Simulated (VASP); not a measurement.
# MgSe (Fm-3m) in VASP: notebook

Runs on MgSe. Level: LDA. Tasks: single point.

All numbers are computed with VASP 6.6.1; they aren't measurements. Logs are shortened: lines on timing, memory, paths and dates and some standing lists are left out, and cuts for length are marked.

## Step 1: The cell of the first run

Symmetry: Fm-3m, No. 225, cubic system. Conventional cell: a = 5.315 Å, b = 5.315 Å, c = 5.315 Å, α = 90.00°, β = 90.00°, γ = 90.00°. Within 3.5 Å of Mg (site symmetry m-3m) lie 6 Se at 2.66 Å. Within 3.5 Å of Se (site symmetry m-3m) lie 6 Mg at 2.66 Å.

## Step 2: Single point, LDA (strain -0.025 along x and y, -0.025 along z)

Input file INCAR:

```
SYSTEM = MgSe
ALGO = Normal
EDIFF = 1E-6
ENCUT = 600
GGA_COMPAT = .FALSE.
ISIF = 2
ISMEAR = 0
LASPH = .TRUE.
LCHARG = .FALSE.
LREAL = .FALSE.
LWAVE = .FALSE.
NBANDS = 11
NELM = 120
PREC = Accurate
SIGMA = 0.05
```

Input file KPOINTS:

```
k-points
0
G
  8 8 8
  0 0 0
```

Input file POSCAR:

```
MgSe
1.0
    0.0000000000      2.6573625000      2.6573625000
    2.6573625000      0.0000000000      2.6573625000
    2.6573625000      2.6573625000      0.0000000000
Mg Se
1 1
Direct
    0.0000000000      0.0000000000      0.0000000000
    0.5000000000      0.5000000000      0.5000000000
```

Potentials or basis: VASP PAW LDA potentials, release 64 (Mg, Se).

On the command line:

```
$ cat potpaw_LDA.64/Mg/POTCAR potpaw_LDA.64/Se/POTCAR > POTCAR
$ mpirun -np 1 vasp_std > vasp.out
```

OUTCAR:

```text
SYSTEM = MgSe
   EDIFF = 1E-6
   ENCUT = 600
   ISIF = 2
   ISMEAR = 0
   LASPH = .TRUE.
   LREAL = .FALSE.
   NELM = 120
   PREC = Accurate

 ion  position               nearest neighbor table
   1  0.000  0.000  0.000-   2 2.66   2 2.66   2 2.66   2 2.66   2 2.66   2 2.66
   2  0.500  0.500  0.500-   1 2.66   1 2.66   1 2.66   1 2.66   1 2.66   1 2.66

  LATTYP: Found a face centered cubic cell.
 ALAT       =     5.3147250000

  Lattice vectors:

 A1 = (   0.0000000000,   2.6573625000,   2.6573625000)
 A2 = (   2.6573625000,   0.0000000000,   2.6573625000)
 A3 = (   2.6573625000,   2.6573625000,   0.0000000000)

Analysis of symmetry for initial positions (statically):
=====================================================================
 Subroutine PRICEL returns:
 Original cell was already a primitive cell.

 Routine SETGRP: Setting up the symmetry group for a
 face centered cubic supercell.

 Subroutine GETGRP returns: Found 48 space group operations
 (whereof 48 operations were pure point group operations)
 out of a pool of 48 trial point group operations.

The static configuration has the point symmetry O_h .

Analysis of symmetry for dynamics (positions and initial velocities):
=====================================================================
 Subroutine PRICEL returns:
 Original cell was already a primitive cell.

 Routine SETGRP: Setting up the symmetry group for a
 face centered cubic supercell.

 Subroutine GETGRP returns: Found 48 space group operations
 (whereof 48 operations were pure point group operations)
 out of a pool of 48 trial point group operations.

The dynamic configuration has the point symmetry O_h .

 Subroutine INISYM returns: Found 48 space group operations
 (whereof 48 operations are pure point group operations),
 and found     1 'primitive' translations

----------------------------------------------------------------------------------------

                                     Primitive cell

  volume of cell :      37.5303

  direct lattice vectors                    reciprocal lattice vectors
     0.000000000  2.657362500  2.657362500    -0.188156490  0.188156490  0.188156490
     2.657362500  0.000000000  2.657362500     0.188156490 -0.188156490  0.188156490
     2.657362500  2.657362500  0.000000000     0.188156490  0.188156490 -0.188156490

  length of vectors
     3.758078088  3.758078088  3.758078088     0.325896600  0.325896600  0.325896600

  position of ions in fractional coordinates (direct lattice)
     0.000000000  0.000000000  0.000000000
     0.500000000  0.500000000  0.500000000

  ion indices of the primitive-cell ions
   primitive index   ion index
                 1           1
                 2           2

----------------------------------------------------------------------------------------

 KPOINTS: k-points

Automatic generation of k-mesh.
 Grid dimensions read from file:
 generate k-points for:    8    8    8

 Generating k-lattice:

  Cartesian coordinates                     Fractional coordinates (reciprocal lattice)
    -0.023519561  0.023519561  0.023519561     0.125000000  0.000000000  0.000000000
     0.023519561 -0.023519561  0.023519561     0.000000000  0.125000000  0.000000000
     0.023519561  0.023519561 -0.023519561     0.000000000  0.000000000  0.125000000

  Length of vectors
     0.040737075  0.040737075  0.040737075

  Shift w.r.t. Gamma in fractional coordinates (k-lattice)
     0.000000000  0.000000000  0.000000000

 Subroutine IBZKPT returns following result:
 ===========================================

 Found     29 irreducible k-points:

 Following reciprocal coordinates:
            Coordinates               Weight
  0.000000  0.000000  0.000000      1.000000
  0.125000  0.000000  0.000000      8.000000
  0.250000  0.000000  0.000000      8.000000
  0.375000  0.000000  0.000000      8.000000
  0.500000  0.000000  0.000000      4.000000
  0.125000  0.125000  0.000000      6.000000
[... 16 lines left out ...]
  0.500000  0.250000  0.125000     48.000000
 -0.375000  0.250000  0.125000     24.000000
 [... further k-points ...]
   k-points           NKPTS =     29   k-points in BZ     NKDIM =     29   number of bands    NBANDS=     11
   number of dos      NEDOS =    301   number of ions     NIONS =      2
   total plane-waves  NPLWV =  27000
   dimension x,y,z NGX =    30 NGY =   30 NGZ =   30
   dimension x,y,z NGXF=    60 NGYF=   60 NGZF=   60
   ions per type =               1   1
   NGX,Y,Z   is equivalent  to a cutoff of  13.27, 13.27, 13.27 a.u.
   NGXF,Y,Z  is equivalent  to a cutoff of  26.54, 26.54, 26.54 a.u.
 SYSTEM =  MgSe
   PREC   = accura    normal or accurate (medium, high low for compatibility)
   ISTART =      0    job   : 0-new  1-cont  2-samecut
   ICHARG =      2    charge: 1-file 2-atom 10-const
   ISPIN  =      1    spin polarized calculation?
   LNONCOLLINEAR =      F non collinear calculations
   LSORBIT =      F    spin-orbit coupling
   LASPH  =      T    aspherical Exc in radial PAW
   ENCUT  =  600.0 eV  44.10 Ry    6.64 a.u.   7.51  7.51  7.51*2*pi/ulx,y,z
   NELM   =    120;   NELMIN=  2; NELMDL= -5     # of ELM steps
   EDIFF  = 0.1E-05   stopping-criterion for ELM
   LREAL  =      F    real-space projection
   EDIFFG = 0.1E-04   stopping-criterion for IOM
   NSW    =      0    number of steps for IOM
   IBRION =     -1    ionic relax: 0-MD 1-quasi-New 2-CG
   NFREE  =      0    steps in history (QN), initial steepest desc. (CG)
   ISIF   =      2    stress and relaxation
   ISYM   =      2    0-nonsym 1-usesym 2-fastsym
   POTIM  = 0.5000    time-step for ionic-motion
   TEBEG  =    0.0;   TEEND  =   0.0 temperature during run
   PSTRESS=    0.0 pullay stress
   NELECT =       8.0000    total number of electrons
   NUPDOWN=      -1.0000    fix difference up-down
   EMIN   =  10.00;   EMAX   =-10.00  energy-range for DOS
   EFERMI =   0.00;   METHOD = LEGACY
   ISMEAR =     0;   SIGMA  =   0.05  broadening in eV -4-tet -1-fermi 0-gaus
   EFERMI_NEDOS =   21; number of points for ismear=-14 and -15
   IALGO  =     38    algorithm
   IMIX   =      4    mixing-type and parameters
     AMIX     =   0.40;   BMIX     =  1.00
     AMIX_MAG =   1.60;   BMIX_MAG =  1.00
  volume/ion in A,a.u.               =      18.77       126.63
  Fermi-wavevector in a.u.,A,eV,Ry     =   0.977937  1.848032 13.012067  0.956360
  Thomas-Fermi vector in A             =   2.108673
   LORBIT       =      0    0 simple, 1 ext, 2 COOP (PROOUT), +10 PAW based schemes
   GGA     = CA    functional components
   LHFCALC =     F    Hartree Fock is set to
   AEXX    =    0.0000 exact exchange contribution
   IVDW    =     0    specifies the selected vdW correction
   LEPSILON=     F    determine dielectric tensor
   LRPA    =     F    only Hartree local field effects (RPA)
 non-spin polarized calculation
 Gauss-broadening in eV      SIGMA  =   0.05
  energy-cutoff  :      600.00
  volume of cell :       37.53
 maximum number of plane-waves:      1283
   NGX = 15   NGY = 15   NGZ = 15

 number of electron       8.0000001 magnetization

 Free energy of the ion-electron system (eV)
  ---------------------------------------------------
  ext. energy  EPLUGINS =         0.00000000
  ---------------------------------------------------
  free energy    TOTEN  =        -8.58818407 eV

  energy without entropy =       -8.58818407  energy(sigma->0) =       -8.58818407

 E-fermi :   4.0573     XC(G=0): -10.0607

 val. band max:        3.8534241115   @ k =   0.0000   0.0000   0.0000
 cond. band min:       5.6266483102   @ k =   0.5000   0.5000   0.0000
 fundamental gap:      1.7732241986
 Fermi energy:         4.0572999615

 k-point     1 :       0.0000    0.0000    0.0000
  band No.  band energies     occupation
      1      -9.5623      2.00000
      2       3.8534      2.00000
      3       3.8534      2.00000
      4       3.8534      2.00000
      5       6.7894      0.00000
      6      11.1756      0.00000
      7      11.1756      0.00000
      8      11.1756      0.00000
      9      13.9228      0.00000
     10      13.9228      0.00000
     11      14.8199      0.00000

 k-point     2 :       0.1250    0.0000    0.0000
  band No.  band energies     occupation
      1      -9.4108      2.00000
      2       2.5508      2.00000
      3       3.7344      2.00000
      4       3.7344      2.00000
      5       7.7417      0.00000
      6      10.9179      0.00000
      7      11.4411      0.00000
      8      11.4411      0.00000
      9      12.9072      0.00000
     10      12.9072      0.00000
     11      14.8829      0.00000

 k-point     3 :       0.2500    0.0000    0.0000
  band No.  band energies     occupation
      1      -9.0002      2.00000
      2       0.5880      2.00000
      3       3.4797      2.00000
      4       3.4797      2.00000
      5       8.0868      0.00000
      6      10.9342      0.00000
      7      10.9342      0.00000
      8      11.9444      0.00000
      9      13.5092      0.00000
     10      13.5092      0.00000
     11      14.0439      0.00000

 k-point     4 :       0.3750    0.0000    0.0000
  band No.  band energies     occupation
      1      -8.4975      2.00000
      2      -0.9604      2.00000
      3       3.2599      2.00000
      4       3.2599      2.00000
      5       7.7895      0.00000
      6      10.2014      0.00000
      7      10.2014      0.00000
      8      13.0043      0.00000
      9      14.4257      0.00000
     10      15.5423      0.00000
     11      15.5423      0.00000

 k-point     5 :       0.5000    0.0000    0.0000
  band No.  band energies     occupation
      1      -8.2472      2.00000
      2      -1.5727      2.00000
      3       3.1769      2.00000
      4       3.1769      2.00000
      5       7.6542      0.00000
      6       9.9383      0.00000
      7       9.9383      0.00000
      8      12.8356      0.00000
      9      15.7328      0.00000
     10      17.9715      0.00000
     11      17.9715      0.00000
[... 211 lines left out ...]
 k-point    21 :       0.5000    0.5000    0.0000
  band No.  band energies     occupation
      1      -7.8663      2.00000
      2      -0.8682      2.00000
      3       1.8607      2.00000
      4       1.8607      2.00000
      5       5.6266      0.00000
      6       7.5091      0.00000
      7      16.2037      0.00000
      8      16.5537      0.00000
      9      16.5537      0.00000
     10      16.7474      0.00000
     11      20.1864      0.00000

 k-point    22 :       0.3750    0.2500    0.1250
  band No.  band energies     occupation
      1      -8.6774      2.00000
      2       0.3137      2.00000
      3       2.1067      2.00000
      4       3.0461      2.00000
      5       8.8682      0.00000
      6       9.7681      0.00000
      7      10.2944      0.00000
      8      12.5280      0.00000
      9      13.5355      0.00000
     10      16.6139      0.00000
     11      17.0738      0.00000

 k-point    23 :       0.5000    0.2500    0.1250
  band No.  band energies     occupation
      1      -8.2514      2.00000
      2      -0.5977      2.00000
      3       1.5069      2.00000
      4       2.6665      2.00000
      5       8.6855      0.00000
      6       9.6217      0.00000
      7      11.1473      0.00000
      8      12.4251      0.00000
      9      15.0926      0.00000
     10      16.7724      0.00000
     11      17.6199      0.00000

 k-point    24 :      -0.3750    0.2500    0.1250
  band No.  band energies     occupation
      1      -8.0472      2.00000
      2      -1.0204      2.00000
      3       1.3541      2.00000
      4       2.4717      2.00000
      5       8.6478      0.00000
      6       9.3192      0.00000
      7      11.7790      0.00000
      8      13.2075      0.00000
      9      15.1111      0.00000
     10      15.9806      0.00000
     11      18.2392      0.00000

 [... further k-points ...]

------------------------ aborting loop because EDIFF is reached ----------------------------------------

  FORCE on cell =-STRESS in cart. coord.  units (eV):
  Direction    XX          YY          ZZ          XY          YZ          ZX
  --------------------------------------------------------------------------------------
  -------------------------------------------------------------------------------------
  Total        0.6920144      0.6920144      0.6920144      0.0000000      0.0000000      0.0000000
  in kB       29.5422343     29.5422343     29.5422343      0.0000000      0.0000000      0.0000000
  external PRESSURE =      29.5422343 kB  Pullay stress =       0.0000000 kB

 VOLUME and BASIS-vectors are now :
 -----------------------------------------------------------------------------
  energy-cutoff  :      600.00
  volume of cell :       37.53
      direct lattice vectors                 reciprocal lattice vectors
     0.000000000  2.657362500  2.657362500    -0.188156490  0.188156490  0.188156490
     2.657362500  0.000000000  2.657362500     0.188156490 -0.188156490  0.188156490
     2.657362500  2.657362500  0.000000000     0.188156490  0.188156490 -0.188156490

 POSITION                                       TOTAL-FORCE (eV/Angst)
 -----------------------------------------------------------------------------------
      0.00000      0.00000      0.00000         0.000000     -0.000000      0.000000
      2.65736      2.65736      2.65736        -0.000000      0.000000     -0.000000
 -----------------------------------------------------------------------------------
    total drift:                               -0.000000     -0.000000      0.000000

  FREE ENERGIE OF THE ION-ELECTRON SYSTEM (eV)
  ---------------------------------------------------
  free  energy   TOTEN  =        -8.5881840739 eV

  energy  without entropy=       -8.5881840738  energy(sigma->0) =       -8.58818407
```

Run time: 23 s. Hardware: 1 thread of Intel Xeon 8259CL, shared host; peak memory 0.16 GiB.

What came out:

| Quantity | Value |
| --- | --- |
| Free energy | -8.5882 eV |
| Pressure | 3.0 GPa |
| Band gap on the k mesh | 1.77 eV (least direct gap 2.94 eV) |

Caveat: the cell differs from its parent crystal (strain -0.025 along x and y, -0.025 along z).

(Part 1 of 2 ends here.)
